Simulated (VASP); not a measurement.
# Ta (I4/mmm) in VASP: notebook

Runs on Ta. Level: PBEsol. Tasks: single point.

All numbers are computed with VASP 6.6.1; they aren't measurements. Logs are shortened: lines on timing, memory, paths and dates and some standing lists are left out, and cuts for length are marked.

## (1) The cell of the first run

Symmetry: I4/mmm, No. 139, tetragonal system. Conventional cell: a = 3.281 Å, b = 3.281 Å, c = 3.018 Å, α = 90.00°, β = 90.00°, γ = 90.00°. Ta (site symmetry 4/mmm) has 14 Ta at 2.77 to 3.28 Å within 3.6 Å.

## (2) Single point, PBEsol (strain +0.000 along x and y, -0.080 along z)

INCAR

```
PREC = Accurate
ENCUT = 520
EDIFF = 1E-7
ISMEAR = 0
SIGMA = 0.15
LREAL = F
LASPH = T
NELM = 60
ALGO = Fast
ISIF = 2
LWAVE = F
LCHARG = F
GGA = PS
NBANDS = 12
```

KPOINTS

```
regular mesh
0
Gamma
  26 26 26
```

POSCAR

```
Ta
1.0
   -1.6402597622      1.6402597622      1.5090389812
    1.6402597622     -1.6402597622      1.5090389812
    1.6402597622      1.6402597622     -1.5090389812
Ta
1
Direct
    0.0000000000      0.0000000000      0.0000000000
```

Potentials or basis: VASP PAW PBE potentials, release 64 (Ta_pv).

On the command line:

```
$ cat potpaw_PBE.64/Ta_pv/POTCAR > POTCAR
$ mpirun -np 1 vasp_std > vasp.out
```

OUTCAR:

```text
PREC = Accurate
   ENCUT = 520
   EDIFF = 1E-7
   ISMEAR = 0
   LREAL = F
   LASPH = T
   NELM = 60
   ISIF = 2
   GGA = PS

 ion  position               nearest neighbor table
   1  0.000  0.000  0.000-

  LATTYP: Found a body centered tetragonal cell.
 ALAT       =     3.2805195244
 C/A-ratio  =     0.9200000000

  Lattice vectors:

 A1 = (  -1.6402597622,   1.6402597622,   1.5090389812)
 A2 = (   1.6402597622,  -1.6402597622,   1.5090389812)
 A3 = (   1.6402597622,   1.6402597622,  -1.5090389812)

Analysis of symmetry for initial positions (statically):
=====================================================================
 Subroutine PRICEL returns:
 Original cell was already a primitive cell.

 Routine SETGRP: Setting up the symmetry group for a
 body centered tetragonal supercell.

 Subroutine GETGRP returns: Found 16 space group operations
 (whereof 16 operations were pure point group operations)
 out of a pool of 16 trial point group operations.

The static configuration has the point symmetry D_4h.

Analysis of symmetry for dynamics (positions and initial velocities):
=====================================================================
 Subroutine PRICEL returns:
 Original cell was already a primitive cell.

 Routine SETGRP: Setting up the symmetry group for a
 body centered tetragonal supercell.

 Subroutine GETGRP returns: Found 16 space group operations
 (whereof 16 operations were pure point group operations)
 out of a pool of 16 trial point group operations.

The dynamic configuration has the point symmetry D_4h.

 Subroutine INISYM returns: Found 16 space group operations
 (whereof 16 operations are pure point group operations),
 and found     1 'primitive' translations

----------------------------------------------------------------------------------------

                                     Primitive cell

  volume of cell :      16.2400

  direct lattice vectors                    reciprocal lattice vectors
    -1.640259762  1.640259762  1.509038981     0.000000000  0.304829766  0.331336703
     1.640259762 -1.640259762  1.509038981     0.304829766  0.000000000  0.331336703
     1.640259762  1.640259762 -1.509038981     0.304829766  0.304829766  0.000000000

  length of vectors
     2.767327740  2.767327740  2.767327740     0.450227939  0.450227939  0.431094390

  position of ions in fractional coordinates (direct lattice)
     0.000000000  0.000000000  0.000000000

  ion indices of the primitive-cell ions
   primitive index   ion index
                 1           1

----------------------------------------------------------------------------------------

 KPOINTS: regular mesh

Automatic generation of k-mesh.
 Grid dimensions read from file:
 generate k-points for:   26   26   26

 Generating k-lattice:

  Cartesian coordinates                     Fractional coordinates (reciprocal lattice)
     0.000000000  0.011724222  0.012743719     0.038461538 -0.000000000  0.000000000
     0.011724222  0.000000000  0.012743719    -0.000000000  0.038461538  0.000000000
     0.011724222  0.011724222  0.000000000     0.000000000  0.000000000  0.038461538

  Length of vectors
     0.017316459  0.017316459  0.016580553

  Shift w.r.t. Gamma in fractional coordinates (k-lattice)
     0.000000000  0.000000000  0.000000000

 Subroutine IBZKPT returns following result:
 ===========================================

 Found   1330 irreducible k-points:

 Following reciprocal coordinates:
            Coordinates               Weight
  0.000000  0.000000  0.000000      1.000000
  0.038462  0.000000  0.000000      8.000000
  0.076923  0.000000  0.000000      8.000000
  0.115385 -0.000000  0.000000      8.000000
  0.153846  0.000000 -0.000000      8.000000
  0.192308  0.000000 -0.000000      8.000000
[... 16 lines left out ...]
  0.346154  0.038462  0.000000     16.000000
  0.384615  0.038462 -0.000000     16.000000
 [... further k-points ...]
   k-points           NKPTS =   1330   k-points in BZ     NKDIM =   1330   number of bands    NBANDS=     12
   number of dos      NEDOS =    301   number of ions     NIONS =      1
   total plane-waves  NPLWV =  13824
   dimension x,y,z NGX =    24 NGY =   24 NGZ =   24
   dimension x,y,z NGXF=    48 NGYF=   48 NGZF=   48
   ions per type =               1
   NGX,Y,Z   is equivalent  to a cutoff of  14.42, 14.42, 14.42 a.u.
   NGXF,Y,Z  is equivalent  to a cutoff of  28.84, 28.84, 28.84 a.u.
 SYSTEM =  unknown system
   PREC   = accura    normal or accurate (medium, high low for compatibility)
   ISTART =      0    job   : 0-new  1-cont  2-samecut
   ICHARG =      2    charge: 1-file 2-atom 10-const
   ISPIN  =      1    spin polarized calculation?
   LNONCOLLINEAR =      F non collinear calculations
   LSORBIT =      F    spin-orbit coupling
   LASPH  =      T    aspherical Exc in radial PAW
   ENCUT  =  520.0 eV  38.22 Ry    6.18 a.u.   5.15  5.15  5.15*2*pi/ulx,y,z
   NELM   =     60;   NELMIN=  2; NELMDL= -5     # of ELM steps
   EDIFF  = 0.1E-06   stopping-criterion for ELM
   LREAL  =      F    real-space projection
   EDIFFG = 0.1E-05   stopping-criterion for IOM
   NSW    =      0    number of steps for IOM
   IBRION =     -1    ionic relax: 0-MD 1-quasi-New 2-CG
   NFREE  =      0    steps in history (QN), initial steepest desc. (CG)
   ISIF   =      2    stress and relaxation
   ISYM   =      2    0-nonsym 1-usesym 2-fastsym
   POTIM  = 0.5000    time-step for ionic-motion
   TEBEG  =    0.0;   TEEND  =   0.0 temperature during run
   PSTRESS=    0.0 pullay stress
   NELECT =      11.0000    total number of electrons
   NUPDOWN=      -1.0000    fix difference up-down
   EMIN   =  10.00;   EMAX   =-10.00  energy-range for DOS
   EFERMI =   0.00;   METHOD = LEGACY
   ISMEAR =     0;   SIGMA  =   0.15  broadening in eV -4-tet -1-fermi 0-gaus
   EFERMI_NEDOS =   21; number of points for ismear=-14 and -15
   IALGO  =     68    algorithm
   IMIX   =      4    mixing-type and parameters
     AMIX     =   0.40;   BMIX     =  1.00
     AMIX_MAG =   1.60;   BMIX_MAG =  1.00
  volume/ion in A,a.u.               =      16.24       109.59
  Fermi-wavevector in a.u.,A,eV,Ry     =   1.437729  2.716915 28.124138  2.067066
  Thomas-Fermi vector in A             =   2.556775
   LORBIT       =      0    0 simple, 1 ext, 2 COOP (PROOUT), +10 PAW based schemes
   GGA     = PS    functional components
   LHFCALC =     F    Hartree Fock is set to
   AEXX    =    0.0000 exact exchange contribution
   IVDW    =     0    specifies the selected vdW correction
   LEPSILON=     F    determine dielectric tensor
   LRPA    =     F    only Hartree local field effects (RPA)
 non-spin polarized calculation
 RMM-DIIS sequential band-by-band and
 Gauss-broadening in eV      SIGMA  =   0.15
  energy-cutoff  :      520.00
  volume of cell :       16.24
 maximum number of plane-waves:       458
 NGX is ok and might be reduce to    24
   NGX = 11   NGY = 11   NGZ = 11

 number of electron      11.0000001 magnetization

 Free energy of the ion-electron system (eV)
  ---------------------------------------------------
  ext. energy  EPLUGINS =         0.00000000
  ---------------------------------------------------
  free energy    TOTEN  =       -12.43856941 eV

  energy without entropy =      -12.42506121  energy(sigma->0) =      -12.43181531

 E-fermi :   6.2112     XC(G=0): -13.2652

 val. band max:        6.2109095608   @ k =  -0.4231   0.5000   0.0769
 cond. band min:       6.2112093290   @ k =  -0.3846   0.3846   0.0769
 fundamental gap:      0.0002997682
 Fermi energy:         6.2111545974

 k-point     1 :       0.0000    0.0000    0.0000
  band No.  band energies     occupation
      1     -26.4157      2.00000
      2     -26.4157      2.00000
      3     -26.3932      2.00000
      4      -2.1255      2.00000
      5       6.1429      1.48010
      6       7.3927      0.00000
      7       7.3927      0.00000
      8       9.5929      0.00000
      9      11.3586      0.00000
     10      21.2494      0.00000
     11      21.2494      0.00000
     12      22.9425      0.00000

 k-point     2 :       0.0385    0.0000    0.0000
  band No.  band energies     occupation
      1     -26.4346      2.00000
      2     -26.4240      2.00000
      3     -26.4024      2.00000
      4      -2.0463      2.00000
      5       6.1605      1.36687
      6       7.3676      0.00000
      7       7.3911      0.00000
      8       9.5904      0.00000
      9      11.2774      0.00000
     10      21.3918      0.00000
     11      21.4113      0.00000
     12      23.0640      0.00000

 k-point     3 :       0.0769    0.0000    0.0000
  band No.  band energies     occupation
      1     -26.5101      2.00000
      2     -26.4483      2.00000
      3     -26.4090      2.00000
      4      -1.8135      2.00000
      5       6.1740      1.27403
      6       7.2800      0.00000
      7       7.4330      0.00000
      8       9.5939      0.00000
      9      11.0771      0.00000
     10      21.8102      0.00000
     11      21.8291      0.00000
     12      23.4254      0.00000
[... 286 lines left out ...]
 k-point    23 :       0.3462    0.0385    0.0000
  band No.  band energies     occupation
      1     -27.8042      2.00000
      2     -26.8735      2.00000
      3     -26.4851      2.00000
      4       1.4138      2.00000
      5       4.3118      2.00000
      6       6.8314      0.00000
      7      10.4699      0.00000
      8      11.9154      0.00000
      9      12.7090      0.00000
     10      20.0329      0.00000
     11      21.1681      0.00000
     12      22.1117      0.00000

 k-point    24 :       0.3846    0.0385   -0.0000
  band No.  band energies     occupation
      1     -27.9213      2.00000
      2     -26.9170      2.00000
      3     -26.4905      2.00000
      4       1.4251      2.00000
      5       4.1357      2.00000
      6       7.4417      0.00000
      7      10.5672      0.00000
      8      12.2453      0.00000
      9      13.6813      0.00000
     10      19.3881      0.00000
     11      20.8598      0.00000
     12      21.3670      0.00000

 [... further k-points ...]

------------------------ aborting loop because EDIFF is reached ----------------------------------------

  FORCE on cell =-STRESS in cart. coord.  units (eV):
  Direction    XX          YY          ZZ          XY          YZ          ZX
  --------------------------------------------------------------------------------------
  -------------------------------------------------------------------------------------
  Total        1.8462732      1.8462732      2.7932411      0.0000000      0.0000000      0.0000000
  in kB      182.1465007    182.1465007    275.5708599      0.0000000      0.0000000      0.0000000
  external PRESSURE =     213.2879537 kB  Pullay stress =       0.0000000 kB

 VOLUME and BASIS-vectors are now :
 -----------------------------------------------------------------------------
  energy-cutoff  :      520.00
  volume of cell :       16.24
      direct lattice vectors                 reciprocal lattice vectors
    -1.640259762  1.640259762  1.509038981     0.000000000  0.304829766  0.331336703
     1.640259762 -1.640259762  1.509038981     0.304829766  0.000000000  0.331336703
     1.640259762  1.640259762 -1.509038981     0.304829766  0.304829766  0.000000000

 POSITION                                       TOTAL-FORCE (eV/Angst)
 -----------------------------------------------------------------------------------
      0.00000      0.00000      0.00000         0.000000     -0.000000     -0.000000
 -----------------------------------------------------------------------------------
    total drift:                               -0.000000      0.000000      0.000000

  FREE ENERGIE OF THE ION-ELECTRON SYSTEM (eV)
  ---------------------------------------------------
  free  energy   TOTEN  =       -12.4385694149 eV

  energy  without entropy=      -12.4250612116  energy(sigma->0) =      -12.43181531
```

Run time: 3 min. Hardware: 1 thread of AMD EPYC 9R45 (Zen 5), shared host; peak memory 0.33 GiB.

What came out:

```yaml
Free_energy: -12.4386 eV
Pressure: 21.3 GPa
Band_gap_on_the_k_mesh: zero (an odd number of electrons rules out a gap without spin polarisation)
```

Stress tensor (GPa, compression positive):
```
18.21  0.00  0.00
 0.00 18.21  0.00
 0.00  0.00 27.56
```

Caveat: the cell differs from its parent crystal (strain +0.000 along x and y, -0.080 along z); the stress differs along the axes, from 18 to 28 GPa; the PAW data sets were made with another functional, which shifts forces and pressure a little; spin-orbit coupling is left out, which moves the levels of the heavy elements.

(Continued in part 2 of 2.)
